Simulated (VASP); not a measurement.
# Re (Fm-3m) in VASP: single point with LDA

Aim: the single point of Re with LDA.

Program: VASP 6.6.1. These are calculated values, not measurements. Logs are shortened: lines on timing, memory, paths and dates and some standing lists are left out, and cuts for length are marked.

## Step 1: The cell of the first run

It takes space group Fm-3m (No. 225, cubic). The conventional cell has a = 3.861 Å, b = 3.861 Å, c = 3.861 Å, α = 90.00°, β = 90.00°, γ = 90.00°. Re (site symmetry m-3m) has 12 Re at 2.73 Å within 3.6 Å.

This isn't the form of Re at room conditions, which is hcp.

## Step 2: Single point, LDA

Input file INCAR:

```
ALGO = Normal
EDIFF = 1E-6
ENCUT = 560
GGA = CA
GGA_COMPAT = F
ISIF = 2
ISMEAR = 0
LASPH = T
LCHARG = T
LELF = T
LREAL = F
LVHAR = T
LWAVE = F
NBANDS = 14
NELM = 120
PREC = Accurate
SIGMA = 0.1
```

Input file KPOINTS:

```
k-points
0
Gamma
  18 18 18
```

Input file POSCAR:

```
Re
1.0
    0.0000000000      1.9302867528      1.9302867528
    1.9302867528      0.0000000000      1.9302867528
    1.9302867528      1.9302867528      0.0000000000
Re
1
Direct
    0.0000000000      0.0000000000      0.0000000000
```

Potentials or basis: VASP PAW LDA potentials, release 64 (Re_sv_GW).

The run is started by

```bash
$ cat potpaw_LDA.64/Re_sv_GW/POTCAR > POTCAR
$ mpirun -np 1 vasp_std > vasp.out
```

OUTCAR:

```text
EDIFF = 1E-6
   ENCUT = 560
   GGA = CA
   ISIF = 2
   ISMEAR = 0
   LASPH = T
   LREAL = F
   NELM = 120
   PREC = Accurate

 ion  position               nearest neighbor table
   1  0.000  0.000  0.000-

  LATTYP: Found a face centered cubic cell.
 ALAT       =     3.8605735056

  Lattice vectors:

 A1 = (   0.0000000000,   1.9302867528,   1.9302867528)
 A2 = (   1.9302867528,   0.0000000000,   1.9302867528)
 A3 = (   1.9302867528,   1.9302867528,   0.0000000000)

Analysis of symmetry for initial positions (statically):
=====================================================================
 Subroutine PRICEL returns:
 Original cell was already a primitive cell.

 Routine SETGRP: Setting up the symmetry group for a
 face centered cubic supercell.

 Subroutine GETGRP returns: Found 48 space group operations
 (whereof 48 operations were pure point group operations)
 out of a pool of 48 trial point group operations.

The static configuration has the point symmetry O_h .

Analysis of symmetry for dynamics (positions and initial velocities):
=====================================================================
 Subroutine PRICEL returns:
 Original cell was already a primitive cell.

 Routine SETGRP: Setting up the symmetry group for a
 face centered cubic supercell.

 Subroutine GETGRP returns: Found 48 space group operations
 (whereof 48 operations were pure point group operations)
 out of a pool of 48 trial point group operations.

The dynamic configuration has the point symmetry O_h .

 Subroutine INISYM returns: Found 48 space group operations
 (whereof 48 operations are pure point group operations),
 and found     1 'primitive' translations

----------------------------------------------------------------------------------------

                                     Primitive cell

  volume of cell :      14.3845

  direct lattice vectors                    reciprocal lattice vectors
     0.000000000  1.930286753  1.930286753    -0.259028872  0.259028872  0.259028872
     1.930286753  0.000000000  1.930286753     0.259028872 -0.259028872  0.259028872
     1.930286753  1.930286753  0.000000000     0.259028872  0.259028872 -0.259028872

  length of vectors
     2.729837705  2.729837705  2.729837705     0.448651167  0.448651167  0.448651167

  position of ions in fractional coordinates (direct lattice)
     0.000000000  0.000000000  0.000000000

  ion indices of the primitive-cell ions
   primitive index   ion index
                 1           1

----------------------------------------------------------------------------------------

 KPOINTS: k-points

[... 81 lines left out ...]
   EFERMI =   0.00;   METHOD = LEGACY
   ISMEAR =     0;   SIGMA  =   0.10  broadening in eV -4-tet -1-fermi 0-gaus
   EFERMI_NEDOS =   21; number of points for ismear=-14 and -15
   IALGO  =     38    algorithm
   IMIX   =      4    mixing-type and parameters
     AMIX     =   0.40;   BMIX     =  1.00
     AMIX_MAG =   1.60;   BMIX_MAG =  1.00
  volume/ion in A,a.u.               =      14.38        97.07
  Fermi-wavevector in a.u.,A,eV,Ry     =   1.660122  3.137176 37.497740  2.756006
  Thomas-Fermi vector in A             =   2.747413
   LORBIT       =      0    0 simple, 1 ext, 2 COOP (PROOUT), +10 PAW based schemes
   GGA     = CA    functional components
   LHFCALC =     F    Hartree Fock is set to
   AEXX    =    0.0000 exact exchange contribution
   IVDW    =     0    specifies the selected vdW correction
   LEPSILON=     F    determine dielectric tensor
   LRPA    =     F    only Hartree local field effects (RPA)
 non-spin polarized calculation
 Gauss-broadening in eV      SIGMA  =   0.10
  energy-cutoff  :      560.00
  volume of cell :       14.38
 maximum number of plane-waves:       448
 NGX is ok and might be reduce to    24
   NGX = 11   NGY = 11   NGZ = 11

 number of electron      14.9999999 magnetization

 Free energy of the ion-electron system (eV)
  ---------------------------------------------------
  ext. energy  EPLUGINS =         0.00000000
  ---------------------------------------------------
  free energy    TOTEN  =       -15.30736856 eV

  energy without entropy =      -15.30313683  energy(sigma->0) =      -15.30525270

 E-fermi :  13.4478     XC(G=0): -14.5567

 val. band max:       13.4464228288   @ k =  -0.3333   0.2778   0.0000
 cond. band min:      13.4502362802   @ k =   0.5000   0.3889   0.0556
 fundamental gap:      0.0038134514
 Fermi energy:        13.4478095432

 k-point     1 :       0.0000    0.0000    0.0000
  band No.  band energies     occupation
      1     -66.2610      2.00000
      2     -27.6766      2.00000
      3     -27.6766      2.00000
      4     -27.6766      2.00000
      5       3.2500      2.00000
      6      11.4578      2.00000
      7      11.4578      2.00000
      8      11.4578      2.00000
      9      14.7451      0.00000
     10      14.7451      0.00000
     11      26.5579      0.00000
     12      32.2001      0.00000
     13      32.2001      0.00000
     14      32.2001      0.00000
[... 377 lines left out ...]
      1     -66.1966      2.00000
      2     -28.3333      2.00000
      3     -27.8080      2.00000
      4     -27.7484      2.00000
      5       5.6124      2.00000
      6      10.5009      2.00000
      7      11.9281      2.00000
      8      12.0607      2.00000
      9      14.2776      0.00000
     10      15.3767      0.00000
     11      27.3391      0.00000
     12      30.8698      0.00000
     13      35.5382      0.00000
     14      37.1259      0.00000

 [... further k-points ...]

------------------------ aborting loop because EDIFF is reached ----------------------------------------

  FORCE on cell =-STRESS in cart. coord.  units (eV):
  Direction    XX          YY          ZZ          XY          YZ          ZX
  --------------------------------------------------------------------------------------
  -------------------------------------------------------------------------------------
  Total       -0.0013274     -0.0013274     -0.0013274      0.0000000      0.0000000     -0.0000000
  in kB       -0.1478531     -0.1478531     -0.1478531      0.0000000      0.0000000     -0.0000000
  external PRESSURE =      -0.1478531 kB  Pullay stress =       0.0000000 kB

 VOLUME and BASIS-vectors are now :
 -----------------------------------------------------------------------------
  energy-cutoff  :      560.00
  volume of cell :       14.38
      direct lattice vectors                 reciprocal lattice vectors
     0.000000000  1.930286753  1.930286753    -0.259028872  0.259028872  0.259028872
     1.930286753  0.000000000  1.930286753     0.259028872 -0.259028872  0.259028872
     1.930286753  1.930286753  0.000000000     0.259028872  0.259028872 -0.259028872

 POSITION                                       TOTAL-FORCE (eV/Angst)
 -----------------------------------------------------------------------------------
      0.00000      0.00000      0.00000         0.000000      0.000000      0.000000
 -----------------------------------------------------------------------------------
    total drift:                                0.000000      0.000000      0.000000

  FREE ENERGIE OF THE ION-ELECTRON SYSTEM (eV)
  ---------------------------------------------------
  free  energy   TOTEN  =       -15.3073685598 eV

  energy  without entropy=      -15.3031368321  energy(sigma->0) =      -15.30525270
```

stdout:

```text
POSCAR found type information on POSCAR Re
 POSCAR found :  1 types and       1 ions
 scaLAPACK will be used
 LDA part: xc-table for (Slater(with rela. corr.)+CA(PZ))
 , standard interpolation
 POSCAR, INCAR and KPOINTS ok, starting setup
 FFT: planning ... GRIDC
 FFT: planning ... GRID_SOFT
 FFT: planning ... GRID
 WAVECAR not read
 entering main loop
```

Run time: 30 s. Hardware: 1 thread of Intel Xeon Platinum 8259CL at 2.50GHz (Skylake/Cascade Lake), shared host; peak memory 0.17 GiB.

What came out:

```
Free energy            : -15.3074 eV
Pressure               : 0.0 GPa
Band gap on the k mesh : zero (an odd number of electrons rules out a gap without spin polarisation)
```

Levels at points of the mesh, in eV from the Fermi level:
```tsv
k point	band 5	band 6	band 7	band 8	band 9	band 10	band 11	band 12
(0.00, 0.00, 0.00)	-10.20	-1.99	-1.99	-1.99	1.30	1.30	13.11	18.75
(0.50, 0.00, 0.00)	-7.02	-2.22	-2.22	0.40	3.97	3.97	10.34	12.77
(0.50, 0.50, 0.00)	-7.02	-6.14	3.03	3.91	4.76	4.76	12.25	12.25
```

Caveat: spin-orbit coupling is left out, which moves the levels of the heavy elements.
